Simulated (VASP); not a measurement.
# LaZn2Re2 (I4/mmm) in VASP: a series of runs

LaZn2Re2 is run at these levels: PBE; tasks: single point, relaxation of cell and atoms.

Everything below comes from runs of VASP 6.6.1. Logs are shortened: lines on timing, memory, paths and dates and some standing lists are left out, and cuts for length are marked.

### Step 1. The cell of the first run

It takes space group I4/mmm (No. 139, tetragonal). The conventional cell has a = 3.862 Å, b = 3.862 Å, c = 12.428 Å, α = 90.00°, β = 90.00°, γ = 90.00°. Within 3.5 Å of Re (site symmetry -4m2) lie 4 Zn at 2.65 Å and 4 Re at 2.73 Å. La (site symmetry 4/mmm) has 8 Zn at 3.02 Å and 8 Re at 3.66 Å and 4 La at 3.86 Å within 4.0 Å. Zn (site symmetry 4mm) has 1 Zn at 2.59 Å and 4 Re at 2.65 Å and 4 La at 3.02 Å within 3.4 Å.

### Step 2. Single point, PBE

INCAR

```
SYSTEM = LaZn2Re2
PREC = Accurate
ENCUT = 520
EDIFF = 1E-6
ISMEAR = -1
SIGMA = 0.1
LREAL = .FALSE.
LASPH = .TRUE.
NELM = 60
ALGO = Normal
ISIF = 2
LWAVE = .FALSE.
LCHARG = .FALSE.
GGA = PE
NBANDS = 32
```

KPOINTS

```
Automatic mesh
0
G
  5 5 5
  0 0 0
```

POSCAR

```
LaZn2Re2
1.0
    0.0000000000      3.8617715288      0.0000001754
    3.8617715288      0.0000000000      0.0000001754
    1.9308860466      1.9308860466     -6.2142070800
Re La Zn
2 1 2
Direct
    0.7500000000      0.2500000000      0.5000000000
    0.2500000000      0.7500000000      0.5000000000
    0.0000000000      0.0000000000      0.0000000000
    0.3956815492      0.3956815492      0.2086369016
    0.6043184508      0.6043184508      0.7913630984
```

Potentials or basis: VASP PAW PBE potentials, release 64 (Re, La, Zn).

Run with:

```console
$ cat potpaw_PBE.64/Re/POTCAR potpaw_PBE.64/La/POTCAR potpaw_PBE.64/Zn/POTCAR > POTCAR
$ mpirun -np 1 vasp_std > vasp.out
```

OUTCAR:

```text
SYSTEM = LaZn2Re2
   PREC = Accurate
   ENCUT = 520
   EDIFF = 1E-6
   ISMEAR = -1
   LREAL = .FALSE.
   LASPH = .TRUE.
   NELM = 60
   ISIF = 2
   GGA = PE

 ion  position               nearest neighbor table
   1  0.750  0.250  0.500-   4 2.65   5 2.65   4 2.65   5 2.65   2 2.73   2 2.73   2 2.73   2 2.73

   2  0.250  0.750  0.500-   4 2.65   5 2.65   4 2.65   5 2.65   1 2.73   1 2.73   1 2.73   1 2.73

   3  0.000  0.000  0.000-   4 3.02   5 3.02   5 3.02   5 3.02   4 3.02   4 3.02   5 3.02   4 3.02

   4  0.396  0.396  0.209-   5 2.59   2 2.65   1 2.65   2 2.65   1 2.65   3 3.02   3 3.02   3 3.02
                             3 3.02
   5  0.604  0.604  0.791-   4 2.59   2 2.65   1 2.65   1 2.65   2 2.65   3 3.02   3 3.02   3 3.02
                             3 3.02

  LATTYP: Found a body centered tetragonal cell.
 ALAT       =     3.8617715288
 C/A-ratio  =     3.2183194728

  Lattice vectors:

 A1 = (  -1.9308860466,   1.9308854822,   6.2142072554)
 A2 = (   1.9308854822,  -1.9308860466,   6.2142072554)
 A3 = (   1.9308860466,   1.9308860466,  -6.2142070800)

Analysis of symmetry for initial positions (statically):
=====================================================================
 Subroutine PRICEL returns:
 Original cell was already a primitive cell.

 Routine SETGRP: Setting up the symmetry group for a
 body centered tetragonal supercell.

 Subroutine GETGRP returns: Found 16 space group operations
 (whereof 16 operations were pure point group operations)
 out of a pool of 16 trial point group operations.

The static configuration has the point symmetry D_4h.

Analysis of symmetry for dynamics (positions and initial velocities):
=====================================================================
 Subroutine PRICEL returns:
 Original cell was already a primitive cell.

 Routine SETGRP: Setting up the symmetry group for a
 body centered tetragonal supercell.

 Subroutine GETGRP returns: Found 16 space group operations
 (whereof 16 operations were pure point group operations)
 out of a pool of 16 trial point group operations.

The dynamic configuration has the point symmetry D_4h.

 Subroutine INISYM returns: Found 16 space group operations
 (whereof 16 operations are pure point group operations),
 and found     1 'primitive' translations

----------------------------------------------------------------------------------------

                                     Primitive cell

  volume of cell :      92.6742

  direct lattice vectors                    reciprocal lattice vectors
     0.000000000  3.861771529  0.000000175    -0.000000004  0.258948511  0.080460798
     3.861771529  0.000000000  0.000000175     0.258948511 -0.000000004  0.080460798
     1.930886047  1.930886047 -6.214207080     0.000000007  0.000000007 -0.160921572

  length of vectors
     3.861771529  3.861771529  6.787710327     0.271160969  0.271160969  0.160921572

  position of ions in fractional coordinates (direct lattice)
     0.750000000  0.250000000  0.500000000
     0.250000000  0.750000000  0.500000000
     0.000000000  0.000000000  0.000000000
     0.395681549  0.395681549  0.208636902
     0.604318451  0.604318451  0.791363098

  ion indices of the primitive-cell ions
   primitive index   ion index
                 1           1
                 2           2
                 3           3
                 4           4
                 5           5

----------------------------------------------------------------------------------------

 KPOINTS: Automatic mesh

Automatic generation of k-mesh.
 Grid dimensions read from file:
 generate k-points for:    5    5    5

 Generating k-lattice:

  Cartesian coordinates                     Fractional coordinates (reciprocal lattice)
    -0.000000001  0.051789702  0.016092160     0.200000000  0.000000000 -0.000000000
     0.051789702 -0.000000001  0.016092160     0.000000000  0.200000000 -0.000000000
     0.000000001  0.000000001 -0.032184314     0.000000000  0.000000000  0.200000000

  Length of vectors
     0.054232194  0.054232194  0.032184314

  Shift w.r.t. Gamma in fractional coordinates (k-lattice)
     0.000000000  0.000000000  0.000000000

 Subroutine IBZKPT returns following result:
 ===========================================

 Found     18 irreducible k-points:

 Following reciprocal coordinates:
            Coordinates               Weight
  0.000000  0.000000  0.000000      1.000000
  0.200000  0.000000  0.000000      8.000000
  0.400000  0.000000 -0.000000      8.000000
  0.200000  0.200000  0.000000      8.000000
  0.400000  0.200000 -0.000000     16.000000
 -0.400000  0.200000  0.000000     16.000000
[... 10 lines left out ...]
 -0.000000 -0.000000  0.400000      2.000000
 -0.200000  0.000000  0.400000      4.000000
   k-points           NKPTS =     18   k-points in BZ     NKDIM =     18   number of bands    NBANDS=     32
   number of dos      NEDOS =    301   number of ions     NIONS =      5
   total plane-waves  NPLWV =  45000
   dimension x,y,z NGX =    30 NGY =   30 NGZ =   50
   dimension x,y,z NGXF=    60 NGYF=   60 NGZF=  100
   ions per type =               2   1   2
   NGX,Y,Z   is equivalent  to a cutoff of  12.91, 12.91, 12.25 a.u.
   NGXF,Y,Z  is equivalent  to a cutoff of  25.83, 25.83, 24.49 a.u.
 SYSTEM =  LaZn2Re2
   PREC   = accura    normal or accurate (medium, high low for compatibility)
   ISTART =      0    job   : 0-new  1-cont  2-samecut
   ICHARG =      2    charge: 1-file 2-atom 10-const
   ISPIN  =      1    spin polarized calculation?
   LNONCOLLINEAR =      F non collinear calculations
   LSORBIT =      F    spin-orbit coupling
   LASPH  =      T    aspherical Exc in radial PAW
   ENCUT  =  520.0 eV  38.22 Ry    6.18 a.u.   7.18  7.18 12.62*2*pi/ulx,y,z
   NELM   =     60;   NELMIN=  2; NELMDL= -5     # of ELM steps
   EDIFF  = 0.1E-05   stopping-criterion for ELM
   LREAL  =      F    real-space projection
   EDIFFG = 0.1E-04   stopping-criterion for IOM
   NSW    =      0    number of steps for IOM
   IBRION =     -1    ionic relax: 0-MD 1-quasi-New 2-CG
   NFREE  =      0    steps in history (QN), initial steepest desc. (CG)
   ISIF   =      2    stress and relaxation
   ISYM   =      2    0-nonsym 1-usesym 2-fastsym
   POTIM  = 0.5000    time-step for ionic-motion
   TEBEG  =    0.0;   TEEND  =   0.0 temperature during run
   PSTRESS=    0.0 pullay stress
   NELECT =      49.0000    total number of electrons
   NUPDOWN=      -1.0000    fix difference up-down
   EMIN   =  10.00;   EMAX   =-10.00  energy-range for DOS
   EFERMI =   0.00;   METHOD = LEGACY
   ISMEAR =    -1;   SIGMA  =   0.10  broadening in eV -4-tet -1-fermi 0-gaus
   EFERMI_NEDOS =   21; number of points for ismear=-14 and -15
   IALGO  =     38    algorithm
   IMIX   =      4    mixing-type and parameters
     AMIX     =   0.40;   BMIX     =  1.00
     AMIX_MAG =   1.60;   BMIX_MAG =  1.00
  volume/ion in A,a.u.               =      18.53       125.08
  Fermi-wavevector in a.u.,A,eV,Ry     =   1.323794  2.501609 23.843282  1.752432
  Thomas-Fermi vector in A             =   2.453376
   LORBIT       =      0    0 simple, 1 ext, 2 COOP (PROOUT), +10 PAW based schemes
   GGA     = PE    functional components
[... 5 lines left out ...]
 non-spin polarized calculation
  energy-cutoff  :      520.00
  volume of cell :       92.67
 maximum number of plane-waves:      2510
 NGX is ok and might be reduce to    30
   NGX = 15   NGY = 15   NGZ = 25

 number of electron      49.0000001 magnetization

 Free energy of the ion-electron system (eV)
  ---------------------------------------------------
  ext. energy  EPLUGINS =         0.00000000
  ---------------------------------------------------
  free energy    TOTEN  =       -31.34376815 eV

  energy without entropy =      -31.23632699  energy(sigma->0) =      -31.29004757

 E-fermi :   6.4473     XC(G=0): -11.7717

 val. band max:        6.4183495912   @ k =   0.2000   0.2000   0.0000
 cond. band min:       6.4501804519   @ k =   0.0000   0.0000   0.0000
 fundamental gap:      0.0318308607
 Fermi energy:         6.4473316293

 k-point     1 :       0.0000    0.0000    0.0000
  band No.  band energies     occupation
      1     -25.7690      2.00000
      2      -9.5700      2.00000
      3      -9.3741      2.00000
      4      -9.3741      2.00000
      5      -2.1429      2.00000
      6      -0.9294      2.00000
[... 24 lines left out ...]
     31       8.9050      0.00000
     32       9.1659      0.00000

 k-point     2 :       0.2000    0.0000    0.0000
  band No.  band energies     occupation
      1     -25.7503      2.00000
      2      -9.6504      2.00000
      3      -9.5331      2.00000
      4      -9.3504      2.00000
      5      -1.6136      2.00000
      6      -0.9786      2.00000
[... 24 lines left out ...]
     31       8.6877      0.00000
     32       9.1192      0.00000

 k-point     3 :       0.4000    0.0000   -0.0000
  band No.  band energies     occupation
      1     -25.7197      2.00000
      2     -10.0539      2.00000
      3      -9.4701      2.00000
      4      -9.3116      2.00000
      5      -1.0837      2.00000
      6      -0.9954      2.00000
[... 24 lines left out ...]
     31       8.7401      0.00000
     32       8.9432      0.00000

 k-point     4 :       0.2000    0.2000    0.0000
  band No.  band energies     occupation
      1     -25.7320      2.00000
      2      -9.6393      2.00000
      3      -9.5876      2.00000
      4      -9.5037      2.00000
      5      -1.3058      2.00000
      6      -1.0082      2.00000
[... 24 lines left out ...]
     31       8.9410      0.00000
     32       9.1031      0.00000

 k-point     5 :       0.4000    0.2000   -0.0000
  band No.  band energies     occupation
      1     -25.7022      2.00000
      2     -10.0024      2.00000
      3      -9.5534      2.00000
      4      -9.4452      2.00000
      5      -1.0750      2.00000
      6      -0.9689      2.00000
[... 374 lines left out ...]
     31       8.8203      0.00000
     32       8.9712      0.00000

 k-point    16 :      -0.2000   -0.2000    0.2000
  band No.  band energies     occupation
      1     -25.7318      2.00000
      2      -9.6352      2.00000
      3      -9.5886      2.00000
      4      -9.5173      2.00000
      5      -1.1363      2.00000
      6      -0.9756      2.00000
[... 24 lines left out ...]
     31       8.8663      0.00000
     32       8.9502      0.00000

 k-point    17 :      -0.0000   -0.0000    0.4000
  band No.  band energies     occupation
      1     -25.7684      2.00000
      2      -9.6082      2.00000
      3      -9.3726      2.00000
      4      -9.3726      2.00000
      5      -1.5862      2.00000
      6      -1.1506      2.00000
[... 24 lines left out ...]
     31       9.0519      0.00000
     32       9.0525      0.00000

 k-point    18 :      -0.2000    0.0000    0.4000
  band No.  band energies     occupation
      1     -25.7498      2.00000
      2      -9.6472      2.00000
      3      -9.5621      2.00000
      4      -9.3492      2.00000
      5      -1.1422      2.00000
      6      -1.1038      2.00000
[... 24 lines left out ...]
     31       8.9000      0.00000
     32       8.9718      0.00000

------------------------ aborting loop because EDIFF is reached ----------------------------------------

  FORCE on cell =-STRESS in cart. coord.  units (eV):
  Direction    XX          YY          ZZ          XY          YZ          ZX
  --------------------------------------------------------------------------------------
  -------------------------------------------------------------------------------------
  Total       -0.0824952     -0.0824952      0.0434062      0.0000000     -0.0000000     -0.0000000
  in kB       -1.4261994     -1.4261994      0.7504178      0.0000000     -0.0000001     -0.0000001
  external PRESSURE =      -0.7006603 kB  Pullay stress =       0.0000000 kB

 VOLUME and BASIS-vectors are now :
 -----------------------------------------------------------------------------
  energy-cutoff  :      520.00
  volume of cell :       92.67
      direct lattice vectors                 reciprocal lattice vectors
     0.000000000  3.861771529  0.000000175    -0.000000004  0.258948511  0.080460798
     3.861771529  0.000000000  0.000000175     0.258948511 -0.000000004  0.080460798
     1.930886047  1.930886047 -6.214207080     0.000000007  0.000000007 -0.160921572

 POSITION                                       TOTAL-FORCE (eV/Angst)
 -----------------------------------------------------------------------------------
      1.93089      3.86177     -3.10710         0.000000     -0.000000      0.000000
      3.86177      1.93089     -3.10710         0.000000      0.000000     -0.000000
      0.00000      0.00000      0.00000         0.000000      0.000000      0.000000
      1.93089      1.93089     -1.29651        -0.000000     -0.000000      0.002340
      3.86177      3.86177     -4.91769         0.000000      0.000000     -0.002340
 -----------------------------------------------------------------------------------
    total drift:                                0.000000      0.000000     -0.000000

  FREE ENERGIE OF THE ION-ELECTRON SYSTEM (eV)
  ---------------------------------------------------
  free  energy   TOTEN  =       -31.3437681464 eV

  energy  without entropy=      -31.2363269944  energy(sigma->0) =      -31.29004757
```

Wall time 2 min (1 thread of AMD EPYC 7R13, shared host); peak memory 0.21 GiB.

Results:

* Free energy: -31.3438 eV
* Pressure: -0.1 GPa

Forces in eV/Å, atoms in the order of the input:
```
Re   0.000  0.000  0.000
Re   0.000  0.000  0.000
La   0.000  0.000  0.000
Zn   0.000  0.000  0.002
Zn   0.000  0.000 -0.002
```

Stress tensor (GPa, compression positive):
```
-0.14  0.00  0.00
 0.00 -0.14  0.00
 0.00  0.00  0.08
```

Caveat: spin-orbit coupling is left out, which moves the levels of the heavy elements.

### Step 3. Relaxation of cell and atoms, PBE

This run uses another cell than the first one, of 20.27 Å³/atom, 1.094 times its volume.

INCAR

```
PREC     = Accurate       # precision mode
ENCUT    = 600            # plane-wave cutoff, eV
EDIFF    = 1E-7           # SCF threshold, eV
ISMEAR   = -1             # smearing method
SIGMA    = 0.1            # smearing width, eV
LREAL    = False          # projectors in reciprocal space
LASPH    = True           # aspherical terms in the spheres
NELM     = 80             # most SCF steps
ALGO     = Normal         # electronic algorithm
ISIF     = 3              # what is computed and relaxed
LWAVE    = False          # write WAVECAR
LCHARG   = False          # write CHGCAR
GGA      = PE             # functional
IBRION   = 2              # ionic algorithm
NSW      = 60             # ionic steps
EDIFFG   = -0.01          # ionic threshold
```

KPOINTS

```
regular mesh
0
Gamma
  5 5 5
```

POSCAR

```
LaZn2Re2
1.0
    0.0000000000      4.2905490000      0.0000000000
    4.2905490000      0.0000000000      0.0000000000
    2.1452750000      2.1452750000     -5.5056380000
Re La Zn
2 1 2
Direct
    0.7500000000      0.2500000000      0.5000000000
    0.2500000000      0.7500000000      0.5000000000
    0.0000000000      0.0000000000      0.0000000000
    0.3780000000      0.3780000000      0.2440000000
    0.6220000000      0.6220000000      0.7560000000
```

Potentials or basis: VASP PAW PBE potentials, release 64 (Re, La, Zn).

Run with:

```console
$ cat potpaw_PBE.64/Re/POTCAR potpaw_PBE.64/La/POTCAR potpaw_PBE.64/Zn/POTCAR > POTCAR
$ mpirun -np 1 vasp_std > vasp.out
```

It took 34 min on 1 thread of AMD EPYC 7R13, shared host; peak memory 0.28 GiB.

It converged, with:

```
Free energy                            : -31.3459 eV
Relaxed volume                         : 18.53 Å³/atom
Relaxed cell                           : a = 3.860 Å, b = 3.860 Å, c = 6.793 Å, α = 73.49°, β = 73.49°, γ = 90.00°
Space group after relaxing (to 0.05 Å) : I4/mmm (No. 139)
Energy gained by relaxing              : 263.7 meV/atom
Ionic steps                            : 16
Pressure after relaxing                : 0.0 GPa
```

Forces on the atoms (eV/Å):
```
Re   0.000  0.000  0.000
Re   0.000  0.000  0.000
La   0.000  0.000  0.000
Zn   0.000  0.000  0.002
Zn   0.000  0.000 -0.002
```

The path:
| step | energy change (eV) | largest force (eV/Å) | pressure (GPa) | volume (Å³) |
| --- | --- | --- | --- | --- |
| 1 | 0.0000 | 0.8848 | -5.99 | 101.35 |
| 2 | -0.3826 | 2.0384 | 8.41 | 90.50 |
| 3 | -0.3863 | 1.9499 | 7.08 | 91.26 |
| 4 | -0.6890 | 1.7870 | 7.50 | 90.14 |
| 5 | -1.0924 | 0.1560 | 12.10 | 86.22 |
| 6 | -1.1307 | 0.6667 | 10.27 | 87.25 |
| 7 | -1.3127 | 0.0619 | -0.72 | 92.97 |
| 8 | -1.3132 | 0.0284 | -0.23 | 92.66 |
| 9 | -1.3160 | 0.0324 | -0.15 | 92.63 |
| 10 | -1.3183 | 0.0443 | 0.05 | 92.57 |
| 11 | -1.3183 | 0.0445 | 0.07 | 92.57 |
| 12 | -1.3184 | 0.0320 | -0.02 | 92.63 |
| 13 | -1.3185 | 0.0168 | -0.08 | 92.70 |
| 14 | -1.3185 | 0.0142 | -0.11 | 92.71 |
| 15 | -1.3185 | 0.0109 | 0.05 | 92.63 |
| 16 | -1.3185 | 0.0020 | 0.00 | 92.66 |

Final structure:
```
Re La Zn
1.0
     0.00000    3.85961    0.00000
     3.85961    0.00000    0.00000
     1.92981    1.92981   -6.22031
Re La Zn
2 1 2
Cartesian
  1.9298 3.8596 -3.1102
  3.8596 1.9298 -3.1102
  0.0000 0.0000 0.0000
  1.9298 1.9298 -1.2979
  3.8596 3.8596 -4.9224
```

Levels at points of the mesh, in eV from the Fermi level:
| k point | band 22 | band 23 | band 24 | band 25 | band 26 | band 27 |
| --- | --- | --- | --- | --- | --- | --- |
| (0.00, 0.00, 0.00) | -1.35 | 0.00 | 0.03 | 0.99 | 0.99 | 1.39 |

Caveat: spin-orbit coupling is left out, which moves the levels of the heavy elements.
